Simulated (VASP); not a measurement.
Here is a VASP 6.6.1 calculation.

File POSCAR:

```
MgO
1.0
    0.0000000000      2.1021674168      2.1021674168
    2.1021674168      0.0000000000      2.1021674168
    2.1021674168      2.1021674168      0.0000000000
Mg O
1 1
Direct
    0.0000000000      0.0000000000      0.0000000000
    0.5000000000      0.5000000000      0.5000000000
```

The input INCAR.step1:

```
ALGO = Normal ; EDIFF = 1E-4
ENCUT = 520 ; GGA = PE
ISMEAR = 0 ; LASPH = T
LCHARG = F ; LREAL = F
LWAVE = T ; NBANDS = 11
NELM = 60 ; PREC = Accurate
SIGMA = 0.01
```

File INCAR.step2:

```
ALGO = Normal ; EDIFF = 1E-6
ENCUT = 520 ; ISIF = 2
ISMEAR = 0 ; ISTART = 1
LASPH = T ; LCHARG = F
LMIXTAU = T ; LREAL = F
LWAVE = F ; METAGGA = R2SCAN
NBANDS = 11 ; NELM = 60
PREC = Accurate ; SIGMA = 0.01
```

File KPOINTS:

```
k-points
0
Gamma
  8 8 8
```

Potentials or basis: VASP PAW PBE potentials, release 64 (Mg, O).

Command:

```bash
$ cat potpaw_PBE.64/Mg/POTCAR potpaw_PBE.64/O/POTCAR > POTCAR
$ cp INCAR.step1 INCAR
$ mpirun -np 1 vasp_std > vasp.out
$ cp INCAR.step2 INCAR
$ mpirun -np 1 vasp_std > vasp.out
```

Task: Predict the pressure.

Result: -1.1 GPa.

Task: Estimate the band gap on the k mesh.

Result: 5.66 eV, direct.

Caveat: the PAW data sets were made with another functional, which shifts forces and pressure a little. r2SCAN opens gaps a little over a GGA but as a rule still falls short of measured ones.
